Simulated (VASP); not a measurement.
# Se (Fm-3m) in VASP: notebook, part 2 of 2

VASP 6.6.1.

**5. Single point, RPBE (23.54 Å³/atom)**

This run uses another cell than the first one, of 23.54 Å³/atom.

INCAR reads:

```
SYSTEM = Se
PREC = Accurate ; ENCUT = 520
EDIFF = 1E-7 ; ISMEAR = -1
SIGMA = 0.1 ; LREAL = .FALSE.
LASPH = .TRUE. ; NELM = 80
ALGO = Normal ; ISIF = 2
LWAVE = .FALSE. ; LCHARG = .TRUE.
GGA = RP ; LELF = .TRUE.
LVHAR = .TRUE. ; NBANDS = 9
```

KPOINTS reads:

```
regular mesh
0
G
  14 14 14
  0 0 0
```

POSCAR reads:

```
Se
1.0
    0.0000000000      2.2747967252      2.2747967252
    2.2747967252      0.0000000000      2.2747967252
    2.2747967252      2.2747967252      0.0000000000
Se
1
Direct
    0.0000000000      0.0000000000      0.0000000000
```

Potentials or basis: VASP PAW PBE potentials, release 64 (Se).

Run with:

```
$ cat potpaw_PBE.64/Se/POTCAR > POTCAR
$ mpirun -np 1 vasp_std > vasp.out
```

OUTCAR:

```text
SYSTEM = Se
   PREC = Accurate
   ENCUT = 520
   EDIFF = 1E-7
   ISMEAR = -1
   LREAL = .FALSE.
   LASPH = .TRUE.
   NELM = 80
   ISIF = 2
   GGA = RP

 ion  position               nearest neighbor table
   1  0.000  0.000  0.000-

  LATTYP: Found a face centered cubic cell.
 ALAT       =     4.5495934504

  Lattice vectors:

 A1 = (   0.0000000000,   2.2747967252,   2.2747967252)
 A2 = (   2.2747967252,   0.0000000000,   2.2747967252)
 A3 = (   2.2747967252,   2.2747967252,   0.0000000000)

Analysis of symmetry for initial positions (statically):
=====================================================================
 Subroutine PRICEL returns:
 Original cell was already a primitive cell.

 Routine SETGRP: Setting up the symmetry group for a
 face centered cubic supercell.

 Subroutine GETGRP returns: Found 48 space group operations
 (whereof 48 operations were pure point group operations)
 out of a pool of 48 trial point group operations.

The static configuration has the point symmetry O_h .

Analysis of symmetry for dynamics (positions and initial velocities):
=====================================================================
 Subroutine PRICEL returns:
 Original cell was already a primitive cell.

 Routine SETGRP: Setting up the symmetry group for a
 face centered cubic supercell.

 Subroutine GETGRP returns: Found 48 space group operations
 (whereof 48 operations were pure point group operations)
 out of a pool of 48 trial point group operations.

The dynamic configuration has the point symmetry O_h .

 Subroutine INISYM returns: Found 48 space group operations
 (whereof 48 operations are pure point group operations),
 and found     1 'primitive' translations

----------------------------------------------------------------------------------------

                                     Primitive cell

  volume of cell :      23.5428

  direct lattice vectors                    reciprocal lattice vectors
     0.000000000  2.274796725  2.274796725    -0.219799859  0.219799859  0.219799859
     2.274796725  0.000000000  2.274796725     0.219799859 -0.219799859  0.219799859
     2.274796725  2.274796725  0.000000000     0.219799859  0.219799859 -0.219799859

  length of vectors
     3.217048380  3.217048380  3.217048380     0.380704524  0.380704524  0.380704524

  position of ions in fractional coordinates (direct lattice)
     0.000000000  0.000000000  0.000000000

  ion indices of the primitive-cell ions
   primitive index   ion index
                 1           1

----------------------------------------------------------------------------------------

 KPOINTS: regular mesh

Automatic generation of k-mesh.
 Grid dimensions read from file:
 generate k-points for:   14   14   14

 Generating k-lattice:

  Cartesian coordinates                     Fractional coordinates (reciprocal lattice)
    -0.015699990  0.015699990  0.015699990     0.071428571  0.000000000  0.000000000
     0.015699990 -0.015699990  0.015699990     0.000000000  0.071428571  0.000000000
     0.015699990  0.015699990 -0.015699990     0.000000000  0.000000000  0.071428571

  Length of vectors
     0.027193180  0.027193180  0.027193180

  Shift w.r.t. Gamma in fractional coordinates (k-lattice)
     0.000000000  0.000000000  0.000000000

 Subroutine IBZKPT returns following result:
 ===========================================

 Found    104 irreducible k-points:

 Following reciprocal coordinates:
            Coordinates               Weight
  0.000000  0.000000  0.000000      1.000000
  0.071429  0.000000  0.000000      8.000000
  0.142857  0.000000  0.000000      8.000000
  0.214286  0.000000  0.000000      8.000000
  0.285714  0.000000  0.000000      8.000000
  0.357143  0.000000  0.000000      8.000000
[... 16 lines left out ...]
  0.214286  0.142857  0.000000     24.000000
  0.285714  0.142857  0.000000     24.000000
 [... further k-points ...]
   k-points           NKPTS =    104   k-points in BZ     NKDIM =    104   number of bands    NBANDS=      9
   number of dos      NEDOS =    301   number of ions     NIONS =      1
   total plane-waves  NPLWV =  13824
   dimension x,y,z NGX =    24 NGY =   24 NGZ =   24
   dimension x,y,z NGXF=    48 NGYF=   48 NGZF=   48
   ions per type =               1
   NGX,Y,Z   is equivalent  to a cutoff of  12.40, 12.40, 12.40 a.u.
   NGXF,Y,Z  is equivalent  to a cutoff of  24.80, 24.80, 24.80 a.u.
 SYSTEM =  Se
   PREC   = accura    normal or accurate (medium, high low for compatibility)
   ISTART =      0    job   : 0-new  1-cont  2-samecut
   ICHARG =      2    charge: 1-file 2-atom 10-const
   ISPIN  =      1    spin polarized calculation?
   LNONCOLLINEAR =      F non collinear calculations
   LSORBIT =      F    spin-orbit coupling
   LASPH  =      T    aspherical Exc in radial PAW
   ENCUT  =  520.0 eV  38.22 Ry    6.18 a.u.   5.98  5.98  5.98*2*pi/ulx,y,z
   NELM   =     80;   NELMIN=  2; NELMDL= -5     # of ELM steps
   EDIFF  = 0.1E-06   stopping-criterion for ELM
   LREAL  =      F    real-space projection
   EDIFFG = 0.1E-05   stopping-criterion for IOM
   NSW    =      0    number of steps for IOM
   IBRION =     -1    ionic relax: 0-MD 1-quasi-New 2-CG
   NFREE  =      0    steps in history (QN), initial steepest desc. (CG)
   ISIF   =      2    stress and relaxation
   ISYM   =      2    0-nonsym 1-usesym 2-fastsym
   POTIM  = 0.5000    time-step for ionic-motion
   TEBEG  =    0.0;   TEEND  =   0.0 temperature during run
   PSTRESS=    0.0 pullay stress
   NELECT =       6.0000    total number of electrons
   NUPDOWN=      -1.0000    fix difference up-down
   EMIN   =  10.00;   EMAX   =-10.00  energy-range for DOS
   EFERMI =   0.00;   METHOD = LEGACY
   ISMEAR =    -1;   SIGMA  =   0.10  broadening in eV -4-tet -1-fermi 0-gaus
   EFERMI_NEDOS =   21; number of points for ismear=-14 and -15
   IALGO  =     38    algorithm
   IMIX   =      4    mixing-type and parameters
     AMIX     =   0.40;   BMIX     =  1.00
     AMIX_MAG =   1.60;   BMIX_MAG =  1.00
  volume/ion in A,a.u.               =      23.54       158.87
  Fermi-wavevector in a.u.,A,eV,Ry     =   1.037941  1.961424 14.657848  1.077321
  Thomas-Fermi vector in A             =   2.172402
   LORBIT       =      0    0 simple, 1 ext, 2 COOP (PROOUT), +10 PAW based schemes
   GGA     = RP    functional components
   LHFCALC =     F    Hartree Fock is set to
   AEXX    =    0.0000 exact exchange contribution
   IVDW    =     0    specifies the selected vdW correction
   LEPSILON=     F    determine dielectric tensor
   LRPA    =     F    only Hartree local field effects (RPA)
 non-spin polarized calculation
  energy-cutoff  :      520.00
  volume of cell :       23.54
 maximum number of plane-waves:       646
   NGX = 11   NGY = 11   NGZ = 11

 number of electron       6.0000002 magnetization

 Free energy of the ion-electron system (eV)
  ---------------------------------------------------
  ext. energy  EPLUGINS =         0.00000000
  ---------------------------------------------------
  free energy    TOTEN  =        -2.32616119 eV

  energy without entropy =       -2.28695521  energy(sigma->0) =       -2.30655820

 E-fermi :   3.8326     XC(G=0):  -9.8570

 val. band max:        3.8280640075   @ k =   0.5000   0.2857   0.0714
 cond. band min:       3.8344418888   @ k =   0.3571   0.2143   0.0000
 fundamental gap:      0.0063778812
 Fermi energy:         3.8326423266

 k-point     1 :       0.0000    0.0000    0.0000
  band No.  band energies     occupation
      1     -11.0144      2.00000
      2       6.1845      0.00000
      3       6.1845      0.00000
      4       6.1845      0.00000
      5      13.3378      0.00000
      6      15.5983      0.00000
      7      15.5983      0.00000
      8      15.5983      0.00000
      9      19.0908      0.00000

 k-point     2 :       0.0714    0.0000    0.0000
  band No.  band energies     occupation
      1     -10.9312      2.00000
      2       5.5982      0.00000
      3       6.1223      0.00000
      4       6.1223      0.00000
      5      13.7037      0.00000
      6      15.2884      0.00000
      7      15.7570      0.00000
      8      15.7570      0.00000
      9      19.9502      0.00000
[... 253 lines left out ...]
 k-point    24 :       0.2857    0.1429    0.0000
  band No.  band energies     occupation
      1      -9.8636      2.00000
      2       2.0382      2.00000
      3       4.8334      0.00009
      4       4.8830      0.00005
      5      12.8794      0.00000
      6      14.4032      0.00000
      7      16.3263      0.00000
      8      17.5690      0.00000
      9      20.3959      0.00000

 [... further k-points ...]

------------------------ aborting loop because EDIFF is reached ----------------------------------------

  FORCE on cell =-STRESS in cart. coord.  units (eV):
  Direction    XX          YY          ZZ          XY          YZ          ZX
  --------------------------------------------------------------------------------------
  -------------------------------------------------------------------------------------
  Total       -0.7730875     -0.7730875     -0.7730875     -0.0000000      0.0000000     -0.0000000
  in kB      -52.6115947    -52.6115947    -52.6115947     -0.0000000      0.0000000     -0.0000000
  external PRESSURE =     -52.6115947 kB  Pullay stress =       0.0000000 kB

 VOLUME and BASIS-vectors are now :
 -----------------------------------------------------------------------------
  energy-cutoff  :      520.00
  volume of cell :       23.54
      direct lattice vectors                 reciprocal lattice vectors
     0.000000000  2.274796725  2.274796725    -0.219799859  0.219799859  0.219799859
     2.274796725  0.000000000  2.274796725     0.219799859 -0.219799859  0.219799859
     2.274796725  2.274796725  0.000000000     0.219799859  0.219799859 -0.219799859

 POSITION                                       TOTAL-FORCE (eV/Angst)
 -----------------------------------------------------------------------------------
      0.00000      0.00000      0.00000        -0.000000      0.000000     -0.000000
 -----------------------------------------------------------------------------------
    total drift:                                0.000000     -0.000000     -0.000000

  FREE ENERGIE OF THE ION-ELECTRON SYSTEM (eV)
  ---------------------------------------------------
  free  energy   TOTEN  =        -2.3261611930 eV

  energy  without entropy=       -2.2869552074  energy(sigma->0) =       -2.30655820
```

Wall time 15 s (1 thread of Intel Xeon 8259CL, shared host); peak memory 0.15 GiB.

Results:

| Property | Result |
| --- | --- |
| Free energy | -2.3262 eV |
| Pressure | -5.3 GPa |
| Band gap on the k mesh | zero (bands 3 and 4 overlap by 4.01 eV) |

Levels at points of the mesh, in eV from the Fermi level:
```
           k point  band 1  band 2  band 3  band 4  band 5  band 6
(0.00, 0.00, 0.00)  -14.85    2.35    2.35    2.35    9.51   11.77
(0.50, 0.00, 0.00)  -12.42   -5.55    1.36    1.36    8.05   10.99
(0.50, 0.50, 0.00)  -11.52   -4.84   -0.67   -0.67    5.34    6.35
```

Caveat: the cell stands under tension; the PAW data sets were made with another functional, which shifts forces and pressure a little.

**6. The runs side by side**

| cell | gap on the mesh (eV) | pressure (GPa) |
| --- | --- | --- |
| a = 3.098 Å, angles 60.0°, 1 atom | none | -0.1 |
| a = 3.139 Å, angles 60.0°, 1 atom | none | -2.2 |
| a = 3.178 Å, angles 60.0°, 1 atom | none | -3.9 |
| a = 3.217 Å, angles 60.0°, 1 atom | none | -5.3 |

Alike in all rows: task single point; level RPBE; potentials or basis VASP PAW PBE potentials, release 64 (Se); no spin polarisation; k mesh 14 × 14 × 14; cutoff (eV) 520; smearing fermi-dirac 0.1 eV.

Caveats: the PAW data sets were made with another functional, which shifts forces and pressure a little; the cell stands under tension (at least some runs).

Total energies depend on the potentials used, so only differences within one code and one set of settings carry meaning.
